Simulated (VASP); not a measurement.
A run of VASP 6.6.1 is set up as follows.

Contents of INCAR:

```
ALGO     = Normal         # electronic algorithm
EDIFF    = 1E-7           # SCF threshold, eV
ENCUT    = 520            # plane-wave cutoff, eV
GGA      = PE             # functional
ISIF     = 2              # what is computed and relaxed
ISMEAR   = -1             # smearing method
LASPH    = True           # aspherical terms in the spheres
LCHARG   = False          # write CHGCAR
LREAL    = False          # projectors in reciprocal space
LWAVE    = False          # write WAVECAR
NBANDS   = 30             # bands
NELM     = 80             # most SCF steps
PREC     = Accurate       # precision mode
SIGMA    = 0.05           # smearing width, eV
```

File KPOINTS:

```
k-points
0
Gamma
  5 5 5
```

Contents of POSCAR:

```
Ga3Se
1.0
    4.3438157000      0.0000000000      0.0000000000
    0.0000000000      4.3438157000      0.0000000000
    0.0000000000      0.0000000000      4.4324650000
Se Ga
1 3
Direct
    0.0000000000      0.0000000000      0.0000000000
    0.5000000000      0.5000000000      0.0000000000
    0.5000000000      0.0000000000      0.5000000000
    0.0000000000      0.5000000000      0.5000000000
```

Potentials or basis: VASP PAW PBE potentials, release 64 (Se, Ga_d).

Run with:

```bash
$ cat potpaw_PBE.64/Se/POTCAR potpaw_PBE.64/Ga_d/POTCAR > POTCAR
$ mpirun -np 1 vasp_std > vasp.out
```

**Question.** What does it give for the pressure?

**Answer.** 1.6 GPa.

Stress tensor (GPa, compression positive):
```
1.37 0.00 0.00
0.00 1.37 0.00
0.00 0.00 1.96
```
